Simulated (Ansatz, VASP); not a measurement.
C in VASP and in Ansatz

```
C
1.0
     3.34383    0.00000    0.00000
    -1.67191    2.89584    0.00000
     0.00000    0.00000    2.04977
C
3
Direct
  0.00000 0.00000 0.00000
  0.33333 0.66667 0.50000
  0.66667 0.33333 0.50000
```

Alike in both runs: task relaxation of cell and atoms; functional revPBE; k mesh 11 × 11 × 15; occupations fermi-dirac, width 0.1 eV; no spin polarisation.

|  | VASP | Ansatz |
| --- | --- | --- |
| version | VASP 6.6.1 | Ansatz 0.2.0 |
| potentials or method | VASP PAW PBE potentials, release 64 (C), cutoff 600 eV | plane waves (420 eV) with PAW, scalar-relativistic |
| valence electrons in the cell | 12 | 12 |

```csv
,VASP,Ansatz,Ansatz less VASP
relaxed volume (Å³/atom),9.32,23.69,+14.369
relaxed length of the cell vector where the two differ most in proportion (Å),5.014,7.983,+2.9696
```

VASP's potentials were made for PBE, not for revPBE. One of these differences is far larger than is usual between the two programs; its cause wasn't traced.

Noted on VASP's run: the volume moved by over 15 % at a fixed basis, so the end points are rough.
